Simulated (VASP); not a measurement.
# CdSe (C2) in VASP: notebook, part 2 of 2

VASP 6.6.1.

### 3 Single point, PBE (engineering shear strain xz -0.1467, normal strain along z -0.1500)

INCAR reads:

```
SYSTEM = CdSe
PREC = Accurate
ENCUT = 520
EDIFF = 1E-6
ISMEAR = 0
SIGMA = 0.05
LREAL = .False.
LASPH = .True.
NELM = 80
ALGO = Normal
ISIF = 2
LWAVE = .False.
LCHARG = .False.
GGA = PE
NBANDS = 16
```

KPOINTS reads:

```
regular mesh
0
Gamma
  10 10 10
  0 0 0
```

POSCAR reads:

```
CdSe
1.0
   -0.2272687163      2.6336524725      3.0984146735
    3.0984146735     -0.2272687163      3.0984146735
    2.8711459572      2.4063837562      0.0000000000
Cd Se
1 1
Direct
    0.0000000000      0.0000000000      0.0000000000
    0.7500000000      0.7500000000      0.7500000000
```

Potentials or basis: VASP PAW PBE potentials, release 64 (Cd, Se).

The run is started by

```sh
cat potpaw_PBE.64/Cd/POTCAR potpaw_PBE.64/Se/POTCAR > POTCAR
mpirun -np 1 vasp_std > vasp.out
```

OUTCAR:

```text
SYSTEM = CdSe
   PREC = Accurate
   ENCUT = 520
   EDIFF = 1E-6
   ISMEAR = 0
   LREAL = .False.
   LASPH = .True.
   NELM = 80
   ISIF = 2
   GGA = PE

 ion  position               nearest neighbor table
   1  0.000  0.000  0.000-   2 2.43   2 2.43   2 2.69   2 2.69
   2  0.750  0.750  0.750-   1 2.43   1 2.43   1 2.69   1 2.69

  LATTYP: Found a base centered monoclinic cell.
 ALAT       =     5.2868805227
 B/A-ratio  =     1.1721145050
 C/A-ratio  =     0.7085879213
 COS(beta)  =    -0.5740795445

  Lattice vectors:

 A1 = (   0.2272687163,  -2.6336524725,   3.0984146735)
 A2 = (   0.2272687163,  -2.6336524725,  -3.0984146735)
 A3 = (   2.8711459572,   2.4063837562,   0.0000000000)

Analysis of symmetry for initial positions (statically):
=====================================================================
 Subroutine PRICEL returns:
 Original cell was already a primitive cell.

 Routine SETGRP: Setting up the symmetry group for a
 base centered monoclinic supercell.

 Subroutine GETGRP returns: Found  2 space group operations
 (whereof  2 operations were pure point group operations)
 out of a pool of  4 trial point group operations.

The static configuration has the point symmetry C_2 .

Analysis of symmetry for dynamics (positions and initial velocities):
=====================================================================
 Subroutine PRICEL returns:
 Original cell was already a primitive cell.

 Routine SETGRP: Setting up the symmetry group for a
 base centered monoclinic supercell.

 Subroutine GETGRP returns: Found  2 space group operations
 (whereof  2 operations were pure point group operations)
 out of a pool of  4 trial point group operations.

The dynamic configuration has the point symmetry C_2 .

 Subroutine INISYM returns: Found  2 space group operations
 (whereof  2 operations are pure point group operations),
 and found     1 'primitive' translations

----------------------------------------------------------------------------------------

                                     Primitive cell

  volume of cell :      50.2470

  direct lattice vectors                    reciprocal lattice vectors
    -0.227268716  2.633652473  3.098414674    -0.148386559  0.177045522  0.161372848
     3.098414674 -0.227268716  3.098414674     0.148386559 -0.177045522  0.161372848
     2.871145957  2.406383756  0.000000000     0.176415025  0.205073988 -0.161372848

  length of vectors
     4.072830699  4.387709886  3.746219680     0.281788722  0.281788722  0.314990155

  position of ions in fractional coordinates (direct lattice)
     0.000000000  0.000000000  0.000000000
     0.750000000  0.750000000  0.750000000

  ion indices of the primitive-cell ions
   primitive index   ion index
                 1           1
                 2           2

----------------------------------------------------------------------------------------

 KPOINTS: regular mesh

Automatic generation of k-mesh.
 Grid dimensions read from file:
 generate k-points for:   10   10   10

 Generating k-lattice:

  Cartesian coordinates                     Fractional coordinates (reciprocal lattice)
    -0.014838656  0.017704552  0.016137285     0.100000000  0.000000000 -0.000000000
     0.014838656 -0.017704552  0.016137285     0.000000000  0.100000000  0.000000000
     0.017641502  0.020507399 -0.016137285    -0.000000000 -0.000000000  0.100000000

  Length of vectors
     0.028178872  0.028178872  0.031499016

  Shift w.r.t. Gamma in fractional coordinates (k-lattice)
     0.000000000  0.000000000  0.000000000

 Subroutine IBZKPT returns following result:
 ===========================================

 Found    282 irreducible k-points:

 Following reciprocal coordinates:
            Coordinates               Weight
  0.000000  0.000000  0.000000      1.000000
  0.100000  0.000000  0.000000      4.000000
  0.200000  0.000000  0.000000      4.000000
  0.300000  0.000000  0.000000      4.000000
  0.400000  0.000000  0.000000      4.000000
  0.500000 -0.000000  0.000000      2.000000
[... 16 lines left out ...]
  0.300000  0.300000  0.000000      2.000000
  0.400000  0.300000  0.000000      4.000000
 [... further k-points ...]
   k-points           NKPTS =    282   k-points in BZ     NKDIM =    282   number of bands    NBANDS=     16
   number of dos      NEDOS =    301   number of ions     NIONS =      2
   total plane-waves  NPLWV =  30240
   dimension x,y,z NGX =    30 NGY =   36 NGZ =   28
   dimension x,y,z NGXF=    60 NGYF=   72 NGZF=   56
   ions per type =               1   1
   NGX,Y,Z   is equivalent  to a cutoff of  12.25, 13.64, 12.43 a.u.
   NGXF,Y,Z  is equivalent  to a cutoff of  24.49, 27.28, 24.85 a.u.
 SYSTEM =  CdSe
   PREC   = accura    normal or accurate (medium, high low for compatibility)
   ISTART =      0    job   : 0-new  1-cont  2-samecut
   ICHARG =      2    charge: 1-file 2-atom 10-const
   ISPIN  =      1    spin polarized calculation?
   LNONCOLLINEAR =      F non collinear calculations
   LSORBIT =      F    spin-orbit coupling
   LASPH  =      T    aspherical Exc in radial PAW
   ENCUT  =  520.0 eV  38.22 Ry    6.18 a.u.   7.57  8.16  6.97*2*pi/ulx,y,z
   NELM   =     80;   NELMIN=  2; NELMDL= -5     # of ELM steps
   EDIFF  = 0.1E-05   stopping-criterion for ELM
   LREAL  =      F    real-space projection
[... 7 lines left out ...]
   TEBEG  =    0.0;   TEEND  =   0.0 temperature during run
   PSTRESS=    0.0 pullay stress
   NELECT =      18.0000    total number of electrons
   NUPDOWN=      -1.0000    fix difference up-down
   EMIN   =  10.00;   EMAX   =-10.00  energy-range for DOS
   EFERMI =   0.00;   METHOD = LEGACY
   ISMEAR =     0;   SIGMA  =   0.05  broadening in eV -4-tet -1-fermi 0-gaus
   EFERMI_NEDOS =   21; number of points for ismear=-14 and -15
   IALGO  =     38    algorithm
   IMIX   =      4    mixing-type and parameters
     AMIX     =   0.40;   BMIX     =  1.00
     AMIX_MAG =   1.60;   BMIX_MAG =  1.00
  volume/ion in A,a.u.               =      25.12       169.54
  Fermi-wavevector in a.u.,A,eV,Ry     =   1.162686  2.197158 18.392877  1.351838
  Thomas-Fermi vector in A             =   2.299244
   LORBIT       =      0    0 simple, 1 ext, 2 COOP (PROOUT), +10 PAW based schemes
   GGA     = PE    functional components
   LHFCALC =     F    Hartree Fock is set to
   AEXX    =    0.0000 exact exchange contribution
   IVDW    =     0    specifies the selected vdW correction
   LEPSILON=     F    determine dielectric tensor
   LRPA    =     F    only Hartree local field effects (RPA)
 non-spin polarized calculation
 Gauss-broadening in eV      SIGMA  =   0.05
  energy-cutoff  :      520.00
  volume of cell :       50.25
 maximum number of plane-waves:      1373
   NGX = 15   NGY = 17   NGZ = 13

 number of electron      17.9999998 magnetization

 Free energy of the ion-electron system (eV)
  ---------------------------------------------------
  ext. energy  EPLUGINS =         0.00000000
  ---------------------------------------------------
  free energy    TOTEN  =        -4.92695821 eV

  energy without entropy =       -4.92695735  energy(sigma->0) =       -4.92695778

 E-fermi :   2.4737     XC(G=0):  -9.4316

 val. band max:        2.3713965293   @ k =   0.0000   0.0000   0.0000
 cond. band min:       2.5759872309   @ k =   0.0000   0.0000   0.0000
 fundamental gap:      0.2045907016
 Fermi energy:         2.4736919730

 k-point     1 :       0.0000    0.0000    0.0000
  band No.  band energies     occupation
      1     -11.4091      2.00000
      2      -6.5631      2.00000
      3      -6.5389      2.00000
      4      -6.4187      2.00000
      5      -6.0579      2.00000
      6      -5.9722      2.00000
[... 8 lines left out ...]
     15      12.1160      0.00000
     16      13.3084      0.00000

 k-point     2 :       0.1000    0.0000    0.0000
  band No.  band energies     occupation
      1     -11.3712      2.00000
      2      -6.5560      2.00000
      3      -6.5251      2.00000
      4      -6.3947      2.00000
      5      -6.0529      2.00000
      6      -5.9724      2.00000
[... 8 lines left out ...]
     15      12.6430      0.00000
     16      13.0415      0.00000
[... 387 lines left out ...]
      5      -6.0300      2.00000
      6      -5.9297      2.00000
[... 8 lines left out ...]
     15      13.4855      0.00000
     16      16.4797      0.00000

 k-point    24 :       0.4000    0.3000    0.0000
  band No.  band energies     occupation
      1     -10.9302      2.00000
      2      -6.4197      2.00000
      3      -6.3443      2.00000
      4      -6.1010      2.00000
      5      -5.9858      2.00000
      6      -5.8518      2.00000
[... 8 lines left out ...]
     15      13.8616      0.00000
     16      15.9046      0.00000

 [... further k-points ...]
[... 5 lines left out ...]
  --------------------------------------------------------------------------------------
  -------------------------------------------------------------------------------------
  Total        4.1743134      3.8166476      4.1132523      3.4356325      0.0000000      0.0000000
  in kB      133.1023630    121.6978163    131.1553684    109.5487499      0.0000000      0.0000000
  external PRESSURE =     128.6518492 kB  Pullay stress =       0.0000000 kB

 VOLUME and BASIS-vectors are now :
 -----------------------------------------------------------------------------
  energy-cutoff  :      520.00
  volume of cell :       50.25
      direct lattice vectors                 reciprocal lattice vectors
    -0.227268716  2.633652473  3.098414674    -0.148386559  0.177045522  0.161372848
     3.098414674 -0.227268716  3.098414674     0.148386559 -0.177045522  0.161372848
     2.871145957  2.406383756  0.000000000     0.176415025  0.205073988 -0.161372848

 POSITION                                       TOTAL-FORCE (eV/Angst)
 -----------------------------------------------------------------------------------
      0.00000      0.00000      0.00000         0.000000      0.000000      1.901808
      4.30672      3.60958      4.64762        -0.000000     -0.000000     -1.901808
 -----------------------------------------------------------------------------------
    total drift:                                0.000002     -0.000002     -0.000159

  FREE ENERGIE OF THE ION-ELECTRON SYSTEM (eV)
  ---------------------------------------------------
  free  energy   TOTEN  =        -4.9269582100 eV

  energy  without entropy=       -4.9269573518  energy(sigma->0) =       -4.92695778
```

OSZICAR:

```text
N       E                     dE             d eps       ncg     rms          rms(c)
DAV:   1     0.110223683740E+03    0.11022E+03   -0.90504E+03  9200   0.103E+03
DAV:   2    -0.143435950398E+01   -0.11166E+03   -0.10550E+03 11032   0.254E+02
DAV:   3    -0.532639470748E+01   -0.38920E+01   -0.38858E+01 10912   0.495E+01
DAV:   4    -0.534151504742E+01   -0.15120E-01   -0.15120E-01 11376   0.307E+00
DAV:   5    -0.534160510458E+01   -0.90057E-04   -0.90057E-04 11112   0.205E-01    0.845E+00
DAV:   6    -0.495516823164E+01    0.38644E+00   -0.55556E-01 12832   0.100E+01    0.628E+00
DAV:   7    -0.492670322314E+01    0.28465E-01   -0.21159E-01 11112   0.314E+00    0.236E+00
DAV:   8    -0.492688713872E+01   -0.18392E-03   -0.21670E-02 10400   0.188E+00    0.314E-01
DAV:   9    -0.492687034573E+01    0.16793E-04   -0.19435E-03 11408   0.628E-01    0.650E-02
DAV:  10    -0.492692492381E+01   -0.54578E-04   -0.18687E-04 11456   0.172E-01    0.402E-02
DAV:  11    -0.492695799626E+01   -0.33072E-04   -0.53747E-05 10400   0.524E-02    0.107E-02
DAV:  12    -0.492695821003E+01   -0.21377E-06   -0.32310E-06 11432   0.264E-02
   1 F= -.49269582E+01 E0= -.49269578E+01  d E =-.858209E-06
```

stdout:

```text
POSCAR found type information on POSCAR CdSe
 POSCAR found :  2 types and       2 ions
 scaLAPACK will be used
 LDA part: xc-table for (Slater+PW92), standard interpolation
 POSCAR, INCAR and KPOINTS ok, starting setup
 FFT: planning ... GRIDC
 FFT: planning ... GRID_SOFT
 FFT: planning ... GRID
 WAVECAR not read
 entering main loop
```

Wall time 96 s (1 thread of Intel Xeon 6975P-C (Granite Rapids), shared host); peak memory 0.36 GiB.

What came out:

* Free energy: -4.9270 eV
* Pressure: 12.9 GPa
* Largest force: 1.902 eV/Å
* Band gap on the k mesh: 0.20 eV

Forces on the atoms (eV/Å):
```
Cd   0.000  0.000  1.902
Se   0.000  0.000 -1.902
```

Stress tensor (GPa, compression positive):
```
13.31 10.95  0.00
10.95 12.17  0.00
 0.00  0.00 13.12
```

Caveat: the cell differs from its parent crystal (engineering shear strain xz -0.1467, normal strain along z -0.1500); the cell stands under pressure; semilocal functionals underestimate gaps, and a narrow one can read as zero; forces of over 1 eV/Å act on the atoms, so gaps and moduli don't describe the material at rest.

### 4 Single point, PBE (engineering shear strain xz -0.0733, normal strain along z -0.1500)

INCAR reads:

```
PREC     = Accurate       # precision mode
ENCUT    = 520            # plane-wave cutoff, eV
EDIFF    = 1E-6           # SCF threshold, eV
ISMEAR   = 0              # smearing method
SIGMA    = 0.05           # smearing width, eV
LREAL    = F              # projectors in reciprocal space
LASPH    = T              # aspherical terms in the spheres
NELM     = 60             # most SCF steps
ALGO     = Normal         # electronic algorithm
ISIF     = 2              # what is computed and relaxed
LWAVE    = F              # write WAVECAR
LCHARG   = F              # write CHGCAR
GGA      = PE             # functional
NBANDS   = 16             # bands
```

KPOINTS reads:

```
regular mesh
0
Gamma
  10 10 10
```

POSCAR reads:

```
CdSe
1.0
   -0.1135568978      2.6336524725      3.0984146735
    3.0984146735     -0.1135568978      3.0984146735
    2.9848577757      2.5200955747      0.0000000000
Cd Se
1 1
Direct
    0.0000000000      0.0000000000      0.0000000000
    0.7500000000      0.7500000000      0.7500000000
```

The run is started by

```sh
cat potpaw_PBE.64/Cd/POTCAR potpaw_PBE.64/Se/POTCAR > POTCAR
mpirun -np 1 vasp_std > vasp.out
```

Wall time 92 s (1 thread of Intel Xeon 6975P-C (Granite Rapids), shared host); peak memory 0.36 GiB.

The run converged. Its results:

```yaml
Free_energy: -5.1494 eV
Pressure: 10.8 GPa
Largest_force: 0.908 eV/Å
Band_gap_on_the_k_mesh: 0.46 eV
```

Forces in eV/Å, atoms in the order of the input:
```
Cd   0.000  0.000  0.908
Se   0.000  0.000 -0.908
```

Stress tensor (GPa, compression positive):
```
10.91  5.36  0.00
 5.36 10.71  0.00
 0.00  0.00 10.85
```

Levels at points of the mesh, in eV from the valence-band top:
| k point | band 7 | band 8 | band 9 | band 10 | band 11 | band 12 |
| --- | --- | --- | --- | --- | --- | --- |
| (0.00, 0.00, 0.00) | -0.52 | -0.51 | 0.00 | 0.45 | 5.23 | 5.85 |
| (0.50, 0.00, 0.00) | -5.27 | -1.41 | -0.71 | 2.13 | 5.69 | 7.31 |
| (0.50, 0.50, 0.00) | -5.14 | -2.58 | -1.74 | 2.71 | 4.33 | 8.69 |
| (0.00, 0.00, 0.50) | -5.26 | -1.70 | -0.97 | 1.86 | 5.51 | 6.71 |
| (0.50, 0.00, 0.50) | -4.17 | -2.97 | -2.94 | 2.34 | 2.53 | 9.65 |
| (0.00, 0.50, 0.50) | -5.15 | -2.33 | -2.02 | 2.89 | 4.11 | 8.52 |

Caveat: the cell differs from its parent crystal (engineering shear strain xz -0.0733, normal strain along z -0.1500); the cell stands under pressure; semilocal functionals underestimate gaps, and a narrow one can read as zero.

### 5 Summary

| cell | gap on the mesh (eV) | pressure (GPa) | largest force (eV/Å) |
| --- | --- | --- | --- |
| a = 4.081, b = 4.395, c = 3.586 Å, angles 60.5, 69.6, 64.8°, 2 atoms | 0.08 | 16.4 | 3.07 |
| a = 4.073, b = 4.388, c = 3.746 Å, angles 59.5, 68.1, 62.3°, 2 atoms | 0.20 | 12.9 | 1.90 |
| a = 4.068, b = 4.383, c = 3.906 Å, angles 58.4, 66.7, 59.9°, 2 atoms | 0.46 | 10.8 | 0.91 |

Alike in all rows: task single point; level PBE; potentials or basis VASP PAW PBE potentials, release 64 (Cd, Se); no spin polarisation; k mesh 10 × 10 × 10; cutoff (eV) 520; smearing gaussian 0.05 eV.

Caveats: the cell stands under pressure; semilocal functionals underestimate gaps, and a narrow one can read as zero; forces of over 1 eV/Å act on the atoms, so gaps and moduli don't describe the material at rest (at least some runs).

Total energies depend on the potentials used, so only differences within one code and one set of settings carry meaning.
